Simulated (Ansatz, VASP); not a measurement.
# LiCl: VASP beside Ansatz

```
Li Cl
1.0
     0.03206    2.56476    2.56476
     2.59682    0.00000    2.59682
     2.56476    2.56476    0.03206
Li Cl
1 1
Direct
  0.00000 0.00000 0.00000
  0.50000 0.50000 0.50000
```

Change from the starting cell: strain +0.0250 x Voigt [0, 0, 0, 0, 1, 0], atoms carried along.

Alike in both runs: task single point; functional PBE; k mesh 8 × 8 × 8; occupations gaussian, width 0.05 eV; no spin polarisation.

|  | VASP | Ansatz |
| --- | --- | --- |
| version | VASP 6.6.1 | Ansatz 0.2.0 |
| potentials or method | VASP PAW PBE potentials, release 64 (Li_sv, Cl), cutoff 520 eV | scalar-relativistic, plane waves, PAW |
| valence electrons in the cell | 10 | 10 |

|  | VASP | Ansatz | Ansatz less VASP |
| --- | --- | --- | --- |
| gap on the k mesh at the Fermi level (eV) | 6.26 | 6.25 | -0.012 |
| least direct gap on the mesh (eV) | 6.26 | 6.25 | -0.012 |

Noted on VASP's run: the cutoff is short for stress, so the pressure is rough.
